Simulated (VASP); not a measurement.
Here is a VASP 6.6.1 calculation.

File INCAR:

```
SYSTEM = CdTe
  PREC = Accurate
  ENCUT = 520
  EDIFF = 1E-7
  ISMEAR = -1
  SIGMA = 0.02
  LREAL = .FALSE.
  LASPH = .TRUE.
  NELM = 100
  ALGO = Normal
  ISIF = 2
  LWAVE = .FALSE.
  LCHARG = .TRUE.
  LDIPOL = .TRUE.
  IDIPOL = 3
  DIPOL = 0.5 0.5 0.500
  GGA = CA
  LELF = .TRUE.
  LVHAR = .TRUE.
  LVACPOTAV = .TRUE.
  NBANDS = 36
```

Contents of KPOINTS:

```
regular mesh
0
G
  7 5 1
  0 0 0
```

The input POSCAR:

```
CdTe
1.0
    4.5307043190      0.0000000000      0.0000000000
    0.0000000000      6.4073834950      0.0000000000
    0.0000000000      0.0000000000     15.9058000000
Cd Te
3 3
Direct
    0.2500000000      0.0832999891      0.3899170928
    0.7500000000      0.6718274177      0.5000003301
    0.2500000000      0.0833118585      0.6100808301
    0.7500000000      0.8747078984      0.3457870941
    0.2500000000      0.4121348113      0.4999971253
    0.7500000000      0.8747180249      0.6542129059
```

Potentials or basis: VASP PAW LDA potentials, release 64 (Cd, Te).

Command:

```console
$ cat potpaw_LDA.64/Cd/POTCAR potpaw_LDA.64/Te/POTCAR > POTCAR
$ mpirun -np 1 vasp_std > vasp.out
```

(1) What does it give for the band gap on the k mesh?

(2) Predict the largest force.

Answers

(1) 1.47 eV.

(2) 0.064 eV/Å.

Caveat: spin-orbit coupling is left out, which moves the levels of the heavy elements.
